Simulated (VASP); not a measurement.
# Te2Mo in VASP: further runs

Runs on Te2Mo. Level: PBE+D3(BJ). Tasks: relaxation of cell and atoms, single point.

Everything below comes from runs of VASP 6.6.1. Logs are shortened: lines on timing, memory, paths and dates and some standing lists are left out, and cuts for length are marked.

**1. The cell of the first run**

The cell holds a slab with vacuum, 6 atoms: a = 3.560 Å, b = 3.560 Å, c = 24.811 Å, α = 90.00°, β = 90.00°, γ = 120.00°.

**2. Relaxation of cell and atoms, PBE+D3(BJ)**

Input file INCAR:

```
SYSTEM = Te2Mo
PREC = Accurate
ENCUT = 600
EDIFF = 1E-6
ISMEAR = 0
SIGMA = 0.02
LREAL = .FALSE.
LASPH = .TRUE.
NELM = 100
ALGO = Normal
ISIF = 3
LWAVE = .FALSE.
LCHARG = .FALSE.
GGA = PE
IVDW = 12
IBRION = 2
NSW = 100
EDIFFG = -0.005
```

Input file KPOINTS:

```
Automatic mesh
0
G
  9 9 2
  0 0 0
```

Input file POSCAR:

```
Te2Mo
1.0
    3.5603917377      0.0000000000      0.0000000000
   -1.7801958688      3.0833896922      0.0000000000
    0.0000000000      0.0000000000     24.8112624000
Te Mo
4 2
Direct
    0.3333333300      0.6666666700      0.0793711400
    0.6666666700      0.3333333300      0.7763605200
    0.6666666700      0.3333333300      0.9206288600
    0.3333333300      0.6666666700      0.2236394800
    0.3333333300      0.6666666700      0.8484585100
    0.6666666700      0.3333333300      0.1515414900
```

Potentials or basis: VASP PAW PBE potentials, release 64 (Te, Mo_sv).

On the command line:

```
cat potpaw_PBE.64/Te/POTCAR potpaw_PBE.64/Mo_sv/POTCAR > POTCAR
mpirun -np 1 vasp_std > vasp.out
```

OUTCAR:

```text
SYSTEM = Te2Mo
   PREC = Accurate
   ENCUT = 600
   EDIFF = 1E-6
   ISMEAR = 0
   LREAL = .FALSE.
   LASPH = .TRUE.
   NELM = 100
   ISIF = 3
   GGA = PE
   IVDW = 12
   IBRION = 2
   NSW = 100
   EDIFFG = -0.005
 IVDW          = 12

 ion  position               nearest neighbor table
   1  0.333  0.667  0.079-   6 2.73   6 2.73   6 2.73   4 3.58
   2  0.667  0.333  0.776-   5 2.72   5 2.72   5 2.72   3 3.58
   3  0.667  0.333  0.921-   5 2.73   5 2.73   5 2.73   2 3.58
   4  0.333  0.667  0.224-   6 2.72   6 2.72   6 2.72   1 3.58
   5  0.333  0.667  0.848-   2 2.72   2 2.72   2 2.72   3 2.73   3 2.73   3 2.73
   6  0.667  0.333  0.152-   4 2.72   4 2.72   4 2.72   1 2.73   1 2.73   1 2.73

  LATTYP: Found a hexagonal cell.
 ALAT       =     3.5603917377
 C/A-ratio  =     6.9686889050

  Lattice vectors:

 A1 = (   3.5603917377,   0.0000000000,   0.0000000000)
 A2 = (  -1.7801958688,   3.0833896922,   0.0000000000)
 A3 = (   0.0000000000,   0.0000000000,  24.8112624000)

Analysis of symmetry for initial positions (statically):
=====================================================================
 Subroutine PRICEL returns:
 Original cell was already a primitive cell.

 Routine SETGRP: Setting up the symmetry group for a
 hexagonal supercell.

 Subroutine GETGRP returns: Found 12 space group operations
 (whereof 12 operations were pure point group operations)
 out of a pool of 24 trial point group operations.

The static configuration has the point symmetry D_3d.

Analysis of symmetry for dynamics (positions and initial velocities):
=====================================================================
 Subroutine PRICEL returns:
 Original cell was already a primitive cell.

 Routine SETGRP: Setting up the symmetry group for a
 hexagonal supercell.

 Subroutine GETGRP returns: Found 12 space group operations
 (whereof 12 operations were pure point group operations)
 out of a pool of 24 trial point group operations.

The dynamic configuration has the point symmetry D_3d.

 Subroutine INISYM returns: Found 12 space group operations
 (whereof 12 operations are pure point group operations),
 and found     1 'primitive' translations

----------------------------------------------------------------------------------------

                                     Primitive cell

  volume of cell :     272.3799

  direct lattice vectors                    reciprocal lattice vectors
     3.560391738  0.000000000  0.000000000     0.280867970  0.162159198  0.000000000
    -1.780195869  3.083389692  0.000000000     0.000000000  0.324318396  0.000000000
     0.000000000  0.000000000 24.811262400     0.000000000  0.000000000  0.040304277

  length of vectors
     3.560391738  3.560391738 24.811262400     0.324318396  0.324318396  0.040304277

  position of ions in fractional coordinates (direct lattice)
     0.333333330  0.666666670  0.079371140
     0.666666670  0.333333330  0.776360520
     0.666666670  0.333333330  0.920628860
     0.333333330  0.666666670  0.223639480
     0.333333330  0.666666670  0.848458510
     0.666666670  0.333333330  0.151541490

  ion indices of the primitive-cell ions
   primitive index   ion index
                 1           1
                 2           2
                 3           3
                 4           4
                 5           5
                 6           6

----------------------------------------------------------------------------------------

 KPOINTS: Automatic mesh

Automatic generation of k-mesh.
 Grid dimensions read from file:
 generate k-points for:    9    9    2

 Generating k-lattice:

  Cartesian coordinates                     Fractional coordinates (reciprocal lattice)
     0.031207552  0.018017689  0.000000000     0.111111111  0.000000000  0.000000000
     0.000000000  0.036035377  0.000000000     0.000000000  0.111111111  0.000000000
     0.000000000  0.000000000  0.020152139     0.000000000  0.000000000  0.500000000

  Length of vectors
     0.036035377  0.036035377  0.020152139

  Shift w.r.t. Gamma in fractional coordinates (k-lattice)
     0.000000000  0.000000000  0.000000000

 Subroutine IBZKPT returns following result:
 ===========================================

 Found     24 irreducible k-points:

 Following reciprocal coordinates:
            Coordinates               Weight
  0.000000  0.000000  0.000000      1.000000
  0.111111  0.000000  0.000000      6.000000
  0.222222  0.000000  0.000000      6.000000
  0.333333 -0.000000  0.000000      6.000000
  0.444444  0.000000  0.000000      6.000000
  0.111111  0.111111  0.000000      6.000000
[... 16 lines left out ...]
  0.333333  0.222222  0.500000     12.000000
  0.333333  0.333333  0.500000      2.000000
   k-points           NKPTS =     24   k-points in BZ     NKDIM =     24   number of bands    NBANDS=     31
   number of dos      NEDOS =    301   number of ions     NIONS =      6
   total plane-waves  NPLWV = 156800
   dimension x,y,z NGX =    28 NGY =   28 NGZ =  200
   dimension x,y,z NGXF=    56 NGYF=   56 NGZF=  400
   ions per type =               4   2
   NGX,Y,Z   is equivalent  to a cutoff of  13.07, 13.07, 13.40 a.u.
   NGXF,Y,Z  is equivalent  to a cutoff of  26.15, 26.15, 26.80 a.u.
 SYSTEM =  Te2Mo
   PREC   = accura    normal or accurate (medium, high low for compatibility)
   ISTART =      0    job   : 0-new  1-cont  2-samecut
   ICHARG =      2    charge: 1-file 2-atom 10-const
   ISPIN  =      1    spin polarized calculation?
   LNONCOLLINEAR =      F non collinear calculations
   LSORBIT =      F    spin-orbit coupling
   LASPH  =      T    aspherical Exc in radial PAW
   ENCUT  =  600.0 eV  44.10 Ry    6.64 a.u.   7.11  7.11 49.55*2*pi/ulx,y,z
   NELM   =    100;   NELMIN=  2; NELMDL= -5     # of ELM steps
   EDIFF  = 0.1E-05   stopping-criterion for ELM
   LREAL  =      F    real-space projection
   EDIFFG = -.5E-02   stopping-criterion for IOM
   NSW    =    100    number of steps for IOM
   IBRION =      2    ionic relax: 0-MD 1-quasi-New 2-CG
   NFREE  =      1    steps in history (QN), initial steepest desc. (CG)
   ISIF   =      3    stress and relaxation
   ISYM   =      2    0-nonsym 1-usesym 2-fastsym
   POTIM  = 0.5000    time-step for ionic-motion
   TEBEG  =    0.0;   TEEND  =   0.0 temperature during run
   PSTRESS=    0.0 pullay stress
   NELECT =      52.0000    total number of electrons
   NUPDOWN=      -1.0000    fix difference up-down
   EMIN   =  10.00;   EMAX   =-10.00  energy-range for DOS
   EFERMI =   0.00;   METHOD = LEGACY
   ISMEAR =     0;   SIGMA  =   0.02  broadening in eV -4-tet -1-fermi 0-gaus
   EFERMI_NEDOS =   21; number of points for ismear=-14 and -15
   IALGO  =     38    algorithm
   IMIX   =      4    mixing-type and parameters
     AMIX     =   0.40;   BMIX     =  1.00
     AMIX_MAG =   1.60;   BMIX_MAG =  1.00
  volume/ion in A,a.u.               =      45.40       306.35
  Fermi-wavevector in a.u.,A,eV,Ry     =   0.942651  1.781352 12.090013  0.888591
  Thomas-Fermi vector in A             =   2.070281
   LORBIT       =      0    0 simple, 1 ext, 2 COOP (PROOUT), +10 PAW based schemes
   GGA     = PE    functional components
   LHFCALC =     F    Hartree Fock is set to
   AEXX    =    0.0000 exact exchange contribution
   IVDW    =    12    specifies the selected vdW correction
   LEPSILON=     F    determine dielectric tensor
   LRPA    =     F    only Hartree local field effects (RPA)
 conjugate gradient relaxation of ions
 non-spin polarized calculation
 Gauss-broadening in eV      SIGMA  =   0.02
  energy-cutoff  :      600.00
  volume of cell :      272.38
 maximum number of plane-waves:      9183
   NGX = 15   NGY = 15   NGZ = 99

--------------------------------------- Ionic step        1  -------------------------------------------

 number of electron      52.0000002 magnetization

 Free energy of the ion-electron system (eV)
  ---------------------------------------------------
  ext. energy  EPLUGINS =         0.00000000
  ---------------------------------------------------
  free energy    TOTEN  =       -36.05319706 eV

  energy without entropy =      -36.05319706  energy(sigma->0) =      -36.05319706

------------------------ aborting loop because EDIFF is reached ----------------------------------------

 Edisp (eV)   -2.63277

 E8    (eV) :    -1.2476

  FORCE on cell =-STRESS in cart. coord.  units (eV):
  Direction    XX          YY          ZZ          XY          YZ          ZX
  --------------------------------------------------------------------------------------
  -------------------------------------------------------------------------------------
  Total      -2.26731    -2.26731    -0.18417    -0.00000     0.00000    -0.00000
  in kB     -13.33664   -13.33664    -1.08333    -0.00000     0.00000    -0.00000
  external pressure =       -9.25 kB  Pullay stress =        0.00 kB
[... 109 lines left out ...]
  FREE ENERGIE OF THE ION-ELECTRON SYSTEM (eV)
  ---------------------------------------------------
  free  energy   TOTEN  =       -38.7211042723 eV

  energy  without entropy=      -38.7211042723  energy(sigma->0) =      -38.72110427

[... ionic steps 4 to 32 ...]

--------------------------------------- Ionic step       33  -------------------------------------------

 number of electron      52.0000002 magnetization

------------------------ aborting loop because EDIFF is reached ----------------------------------------

 Edisp (eV)   -2.85992

 E8    (eV) :    -1.3514
[... 77 lines left out ...]
  energy  without entropy=      -38.8247310481  energy(sigma->0) =      -38.82473105

--------------------------------------- Ionic step       35  -------------------------------------------

 number of electron      52.0000002 magnetization

 Free energy of the ion-electron system (eV)
  ---------------------------------------------------
  ext. energy  EPLUGINS =         0.00000000
  ---------------------------------------------------
  free energy    TOTEN  =       -35.96459234 eV

  energy without entropy =      -35.96459234  energy(sigma->0) =      -35.96459234

 E-fermi :   3.3905     XC(G=0):  -6.8455

 val. band max:        3.2327915503   @ k =   0.0000   0.0000   0.5000
 cond. band min:       4.1247444276   @ k =   0.2222   0.2222   0.0000
 fundamental gap:      0.8919528773
 Fermi energy:         3.3904765705

 k-point     1 :       0.0000    0.0000    0.0000
  band No.  band energies     occupation
      1     -57.5910      2.00000
      2     -57.5910      2.00000
      3     -31.7694      2.00000
      4     -31.7694      2.00000
      5     -31.6254      2.00000
      6     -31.6254      2.00000
[... 842 lines left out ...]
  FREE ENERGIE OF THE ION-ELECTRON SYSTEM (eV)
  ---------------------------------------------------
  free  energy   TOTEN  =       -38.8247369390 eV

  energy  without entropy=      -38.8247369390  energy(sigma->0) =      -38.82473694

 reached required accuracy - stopping structural energy minimisation
```

It took 40 min on 1 thread of Intel Xeon 6975P-C (Granite Rapids), shared host; peak memory 0.59 GiB.

What came out:

```yaml
Free_energy: -38.8247 eV
Relaxed_cell: a = 3.499 Å, b = 3.499 Å, c = 22.987 Å, α = 90.00°, β = 90.00°, γ = 120.00°
Space_group_after_relaxing_to_0.05_Å: P-3m1 (No. 164)
Energy_gained_by_relaxing: 23.1 meV/atom
Ionic_steps: 35
Largest_force_after_relaxing: 0.004 eV/Å
Band_gap_on_the_k_mesh: 0.89 eV, indirect (least direct gap 1.14 eV)
Dispersion_energy_per_atom: -0.477 eV
```

Forces in eV/Å, atoms in the order of the input:
```
Te   0.000  0.000  0.003
Te   0.000  0.000 -0.002
Te   0.000  0.000 -0.003
Te   0.000  0.000  0.002
Mo   0.000  0.000 -0.004
Mo   0.000  0.000  0.004
```

Step by step:
```csv
step,energy change (eV),largest force (eV/Å),pressure (GPa),volume (Å³)
1,0.0000,0.2212,-0.93,272.38
2,-0.0321,0.4869,0.79,262.15
3,-0.0351,0.4245,0.39,264.39
4,-0.0459,0.0962,-0.30,263.56
5,-0.0490,0.1412,-0.08,263.83
6,-0.0550,0.1422,-0.10,262.94
7,-0.0725,0.1469,-0.13,260.26
8,-0.1045,0.1555,-0.14,254.89
9,-0.1361,0.1297,0.10,244.08
10,-0.1289,0.3192,-0.62,243.33
11,-0.1376,0.0328,-0.11,243.86
12,-0.1380,0.0523,0.18,242.46
13,-0.1384,0.0284,0.07,243.01
14,-0.1382,0.0626,-0.09,243.37
15,-0.1385,0.0253,0.01,243.14
16,-0.1385,0.0271,0.01,243.15
17,-0.1384,0.0449,-0.04,243.26
18,-0.1385,0.0299,-0.01,243.17
19,-0.1385,0.0283,-0.01,243.16
20,-0.1385,0.0282,0.00,243.16
21,-0.1386,0.0160,0.00,243.24
22,-0.1386,0.0378,0.01,243.36
23,-0.1386,0.0327,0.02,243.41
24,-0.1387,0.0182,0.01,243.55
25,-0.1387,0.0177,0.02,243.85
26,-0.1388,0.0118,0.00,243.77
27,-0.1388,0.0085,-0.01,243.72
28,-0.1387,0.0098,0.01,243.63
29,-0.1388,0.0072,0.03,243.69
30,-0.1388,0.0084,0.01,243.71
31,-0.1388,0.0051,-0.01,243.78
32,-0.1388,0.0058,-0.03,243.74
33,-0.1388,0.0067,-0.01,243.73
34,-0.1388,0.0055,-0.01,243.72
35,-0.1388,0.0045,0.00,243.69
```

Final structure:
```
Te Mo
1.0
     3.49871    0.00000    0.00000
    -1.74936    3.02997    0.00000
     0.00000    0.00000   22.98744
Te Mo
4 2
Cartesian
  0.0000 2.0200 1.6014
  1.7494 1.0100 17.7488
  1.7494 1.0100 21.3860
  0.0000 2.0200 5.2386
  0.0000 2.0200 19.5666
  1.7494 1.0100 3.4209
```

Caveat: spin-orbit coupling is left out, which moves the levels of the heavy elements.

**3. Single point, PBE+D3(BJ)**

Input file INCAR:

```
SYSTEM = Te2Mo
ALGO = Normal
EDIFF = 1E-6
ENCUT = 520
GGA = PE
ISIF = 2
ISMEAR = 0
IVDW = 12
LASPH = .TRUE.
LCHARG = .FALSE.
LREAL = .FALSE.
LWAVE = .FALSE.
NBANDS = 35
NELM = 100
PREC = Accurate
SIGMA = 0.1
```

Input file KPOINTS:

```
k-points
0
G
  6 6 1
  0 0 0
```

POSCAR is that of step 2.

Potentials or basis: VASP PAW PBE potentials, release 64 (Te, Mo_sv).

On the command line:

```
cat potpaw_PBE.64/Te/POTCAR potpaw_PBE.64/Mo_sv/POTCAR > POTCAR
mpirun -np 1 vasp_std > vasp.out
```

OUTCAR:

```text
SYSTEM = Te2Mo
   EDIFF = 1E-6
   ENCUT = 520
   GGA = PE
   ISIF = 2
   ISMEAR = 0
   IVDW = 12
   LASPH = .TRUE.
   LREAL = .FALSE.
   NELM = 100
   PREC = Accurate
 IVDW          = 12

 ion  position               nearest neighbor table
   1  0.333  0.667  0.079-   6 2.73   6 2.73   6 2.73   4 3.58
   2  0.667  0.333  0.776-   5 2.72   5 2.72   5 2.72   3 3.58
   3  0.667  0.333  0.921-   5 2.73   5 2.73   5 2.73   2 3.58
   4  0.333  0.667  0.224-   6 2.72   6 2.72   6 2.72   1 3.58
   5  0.333  0.667  0.848-   2 2.72   2 2.72   2 2.72   3 2.73   3 2.73   3 2.73
   6  0.667  0.333  0.152-   4 2.72   4 2.72   4 2.72   1 2.73   1 2.73   1 2.73

  LATTYP: Found a hexagonal cell.
 ALAT       =     3.5603917377
 C/A-ratio  =     6.9686889050

  Lattice vectors:

 A1 = (   3.5603917377,   0.0000000000,   0.0000000000)
 A2 = (  -1.7801958688,   3.0833896922,   0.0000000000)
 A3 = (   0.0000000000,   0.0000000000,  24.8112624000)

Analysis of symmetry for initial positions (statically):
[... 166 lines left out ...]
 val. band max:        2.1891880394   @ k =   0.3333   0.3333   0.0000
 cond. band min:       3.2119256883   @ k =   0.3333   0.3333   0.0000
 fundamental gap:      1.0227376489
 Fermi energy:         2.6833454549

 k-point     1 :       0.0000    0.0000    0.0000
  band No.  band energies     occupation
      1     -58.5002      2.00000
      2     -58.5002      2.00000
      3     -32.6472      2.00000
      4     -32.6472      2.00000
      5     -32.5503      2.00000
      6     -32.5503      2.00000
[... 255 lines left out ...]
     34       6.1478      0.00000
     35       6.9734      0.00000

------------------------ aborting loop because EDIFF is reached ----------------------------------------

 Edisp (eV)   -2.63277

 E8    (eV) :    -1.2476

  FORCE on cell =-STRESS in cart. coord.  units (eV):
  Direction    XX          YY          ZZ          XY          YZ          ZX
  --------------------------------------------------------------------------------------
  -------------------------------------------------------------------------------------
  Total      -2.25278    -2.25278    -0.13104    -0.00000    -0.00000     0.00000
  in kB     -13.25117   -13.25117    -0.77079    -0.00000    -0.00000     0.00000
  external pressure =       -9.09 kB  Pullay stress =        0.00 kB

 VOLUME and BASIS-vectors are now :
 -----------------------------------------------------------------------------
  energy-cutoff  :      520.00
  volume of cell :      272.38
      direct lattice vectors                 reciprocal lattice vectors
     3.560391738  0.000000000  0.000000000     0.280867970  0.162159198  0.000000000
    -1.780195869  3.083389692  0.000000000     0.000000000  0.324318396  0.000000000
     0.000000000  0.000000000 24.811262400     0.000000000  0.000000000  0.040304277

 POSITION                                       TOTAL-FORCE (eV/Angst)
 -----------------------------------------------------------------------------------
     -0.00000      2.05559      1.96930         0.000000      0.000000     -0.227426
      1.78020      1.02780     19.26248         0.000000      0.000000     -0.101833
      1.78020      1.02780     22.84196        -0.000000      0.000000      0.227426
     -0.00000      2.05559      5.54878        -0.000000     -0.000000      0.101833
     -0.00000      2.05559     21.05133         0.000000     -0.000000      0.040920
      1.78020      1.02780      3.75994        -0.000000      0.000000     -0.040920
 -----------------------------------------------------------------------------------
    total drift:                               -0.000000     -0.000000      0.000000

  FREE ENERGIE OF THE ION-ELECTRON SYSTEM (eV)
  ---------------------------------------------------
  free  energy   TOTEN  =       -38.6826894733 eV

  energy  without entropy=      -38.6826894733  energy(sigma->0) =      -38.68268947
```

stdout:

```text
POSCAR found type information on POSCAR TeMo
 POSCAR found :  2 types and       6 ions
 scaLAPACK will be used
 LDA part: xc-table for (Slater+PW92), standard interpolation
 POSCAR, INCAR and KPOINTS ok, starting setup
 FFT: planning ... GRIDC
 FFT: planning ... GRID_SOFT
 FFT: planning ... GRID
 WAVECAR not read
 entering main loop
```

Run time: 58 s. Hardware: 1 thread of Intel Xeon 6975P-C (Granite Rapids), shared host; peak memory 0.37 GiB.

Results:

```
Free energy                : -38.6827 eV
Largest force              : 0.227 eV/Å
Band gap on the k mesh     : 1.02 eV, direct
Dispersion energy per atom : -0.439 eV
```

Forces on the atoms (eV/Å):
```
Te   0.000  0.000 -0.227
Te   0.000  0.000 -0.102
Te   0.000  0.000  0.227
Te   0.000  0.000  0.102
Mo   0.000  0.000  0.041
Mo   0.000  0.000 -0.041
```

Levels at points of the mesh, in eV from the valence-band top:
```csv
k point,band 22,band 23,band 24,band 25,band 26,band 27,band 28,band 29,band 30,band 31
"(0.00, 0.00, 0.00)",-0.93,-0.93,-0.93,-0.52,-0.12,3.02,3.02,3.05,3.05,3.31
"(0.50, 0.00, 0.00)",-1.57,-0.74,-0.74,-0.40,-0.35,1.36,1.37,1.67,1.75,3.05
```

Caveat: spin-orbit coupling is left out, which moves the levels of the heavy elements.
